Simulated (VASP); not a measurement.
A run of VASP 6.6.1 is set up as follows.

The input INCAR:

```
ALGO     = Normal         # electronic algorithm
EDIFF    = 1E-6           # SCF threshold, eV
ENCUT    = 520            # plane-wave cutoff, eV
GGA      = PE             # functional
ISIF     = 2              # what is computed and relaxed
ISMEAR   = 0              # smearing method
ISYM     = 0            
LASPH    = T              # aspherical terms in the spheres
LCHARG   = T              # write CHGCAR
LELF     = T              # ELF
LREAL    = Auto         
LVHAR    = T            
LWAVE    = F              # write WAVECAR
NBANDS   = 46             # bands
NELM     = 100            # most SCF steps
PREC     = Accurate       # precision mode
SIGMA    = 0.1            # smearing width, eV
```

File KPOINTS:

```
Automatic mesh
0
Gamma
  2 2 2
  0.5 0.5 0.5
```

Contents of POSCAR:

```
Si
1.0
    0.0000000000      5.4309400000     -5.4309400000
   -5.4309400000      0.0000000000     -5.4309400000
   -5.4309400000      5.4309400000      0.0000000000
Si
16
Direct
    0.7500000000      0.7500000000      0.2500000000
    0.2500000000      0.7500000000      0.2500000000
    0.7500000000      0.2500000000      0.2500000000
    0.2500000000      0.2500000000      0.2500000000
    0.7500000000      0.7500000000      0.7500000000
    0.2500000000      0.7500000000      0.7500000000
    0.7500000000      0.2500000000      0.7500000000
    0.2500000000      0.2500000000      0.7500000000
    0.8750000000      0.3750000000      0.3750000000
    0.3750000000      0.3750000000      0.3750000000
    0.8750000000      0.8750000000      0.3750000000
    0.3750000000      0.8750000000      0.3750000000
    0.8750000000      0.3750000000      0.8750000000
    0.3750000000      0.3750000000      0.8750000000
    0.8750000000      0.8750000000      0.8750000000
    0.3750000000      0.8750000000      0.8750000000
```

Potentials or basis: VASP PAW PBE potentials, release 64 (Si).

Command:

```bash
$ cat potpaw_PBE.64/Si/POTCAR > POTCAR
$ mpirun -np 1 vasp_std > vasp.out
```

What does it give for the band gap on the k mesh?

1.18 eV.

Estimate the pressure.

1.9 GPa.

A k mesh can miss the band edges. Expect the measured gap to be larger: semilocal functionals such as PBE lack the derivative discontinuity.
